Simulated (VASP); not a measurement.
A run of VASP 6.6.1 is set up as follows.

INCAR

```
PREC = Accurate ; ENCUT = 520
EDIFF = 1E-6 ; ISMEAR = 0
SIGMA = 0.15 ; LREAL = False
LASPH = True ; NELM = 100
ALGO = Fast ; ISIF = 2
LWAVE = False ; LCHARG = False
GGA = CA ; NBANDS = 18
```

The input KPOINTS:

```
Automatic mesh
0
Gamma
  10 10 10
```

The input POSCAR:

```
Al3Cu
1.0
    3.2959222552      0.0000000000      0.0000000000
    0.0000000000      4.1439958180      0.0000000000
    0.0000000000      0.0000000000      4.1247214188
Al Cu
3 1
Direct
    0.0000000000      0.5000000000      0.5000000000
    0.5000000000      0.0000000000      0.5000000000
    0.5000000000      0.5000000000      0.0000000000
    0.0000000000      0.0000000000      0.0000000000
```

Potentials or basis: VASP PAW LDA potentials, release 64 (Al, Cu).

Run with:

```console
$ cat potpaw_LDA.64/Al/POTCAR potpaw_LDA.64/Cu/POTCAR > POTCAR
$ mpirun -np 1 vasp_std > vasp.out
```

Q: Estimate the pressure.

A: 2.9 GPa.

Q: Predict the band gap on the k mesh.

A: Zero (bands 10 and 11 overlap by 5.83 eV).

Stress tensor (GPa, compression positive):
```
7.00 0.00 0.00
0.00 0.68 0.00
0.00 0.00 1.17
```

Caveat: the cell differs from its parent crystal (strain +e along x and -e along y -0.1100, strain +e along z and -e/2 along x and y +0.0700).
